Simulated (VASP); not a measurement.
A run of VASP 6.6.1 is set up as follows.

File INCAR:

```
PREC = Accurate
ENCUT = 1000
EDIFF = 1E-6
ISMEAR = -1
SIGMA = 0.02
LREAL = F
LASPH = T
NELM = 200
ALGO = Normal
ISIF = 2
LWAVE = F
LCHARG = F
ISPIN = 2
MAGMOM = 1 1
LORBIT = 11
GGA = PS
NBANDS = 17
GGA_COMPAT = F
NELMDL = -8
```

The input KPOINTS:

```
regular mesh
0
Gamma
  1 1 1
```

Contents of POSCAR:

```
O
1.0
    9.0000000000      0.0000000000      0.0000000000
    0.0000000000      9.5000000000      0.0000000000
    0.0000000000      0.0000000000     10.0000000000
O
2
Direct
    0.5000000000      0.5000000000      0.4394967711
    0.5000000000      0.5000000000      0.5605032289
```

Potentials or basis: VASP PAW PBE potentials, release 64 (O_h).

Command:

```sh
$ cat potpaw_PBE.64/O_h/POTCAR > POTCAR
$ mpirun -np 1 vasp_gam > vasp.out
```

(1) Predict the net moment.

(2) What does it give for the largest force?

Answers

(1) 2.00 μB per cell.

(2) 0.201 eV/Å.

Caveat: the PAW data sets were made with another functional, which shifts forces and pressure a little.
